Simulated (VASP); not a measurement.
TiN (Osbornite): single point with LDA

TiN (Osbornite):

```xyz
2
Lattice="0.0000 2.1874 2.1874 2.1874 0.0000 2.1874 2.1874 2.1874 0.0000" Properties=species:S:1:pos:R:3 pbc="T T T"
Ti    0.0000    0.0000    0.0000
N     2.1874    2.1874    2.1874
```

```json
{"Program": "VASP 6.6.1", "Task": "single point", "Functional": "LDA", "Potentials or basis": "VASP PAW LDA potentials, release 64 (Ti_sv, N)", "Cutoff": "520 eV", "k mesh": "11 × 11 × 11", "Occupations": "fermi-dirac, width 0.1 eV", "Spin": "no spin polarisation", "Dipole correction": "no", "Further INCAR settings": "ALGO = Normal; EDIFF = 1e-06; NBANDS = 16"}
```

* Pressure: -32.8 GPa

Levels at points of the mesh, in eV from the Fermi level:
```
           k point  band 6  band 7  band 8  band 9  band 10  band 11  band 12  band 13
(0.00, 0.00, 0.00)   -1.85   -1.85   -1.85   -0.55    -0.55    -0.55     0.49     0.49
```

It took 11 s on 1 thread of Intel(R) Xeon(R) Platinum 8375C CPU @ 2.90GHz (Ice Lake), on a shared host, peak memory 0.14 GiB.
